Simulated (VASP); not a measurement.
Here is a VASP 6.6.1 calculation.

File POSCAR:

```
Sb
1.0
    3.0892089083      0.0000000000      0.0000000000
    0.0000000000      3.0892089083      0.0000000000
    0.0000000000      0.0000000000      3.0892089083
Sb
1
Direct
    0.0000000000      0.0000000000      0.0000000000
```

INCAR.step1

```
PREC = Accurate
ENCUT = 520
ISMEAR = -1
SIGMA = 0.15
LREAL = F
LASPH = T
NELM = 100
NBANDS = 8
GGA = PE
ALGO = Normal
EDIFF = 1E-4
LWAVE = T
LCHARG = F
```

The input INCAR.step2:

```
PREC = Accurate
ENCUT = 520
EDIFF = 1E-6
ISMEAR = -1
SIGMA = 0.15
LREAL = F
LASPH = T
NELM = 100
ALGO = Normal
ISIF = 2
LWAVE = F
LCHARG = F
METAGGA = R2SCAN
LMIXTAU = T
NBANDS = 8
ISTART = 1
```

Contents of KPOINTS:

```
regular mesh
0
Gamma
  18 18 18
```

Potentials or basis: VASP PAW PBE potentials, release 64 (Sb).

Run with:

```bash
$ cat potpaw_PBE.64/Sb/POTCAR > POTCAR
$ cp INCAR.step1 INCAR
$ mpirun -np 1 vasp_std > vasp.out
$ cp INCAR.step2 INCAR
$ mpirun -np 1 vasp_std > vasp.out
```

Q: Estimate the pressure.

A: 0.0 GPa.

Caveat: the PAW data sets were made with another functional, which shifts forces and pressure a little.
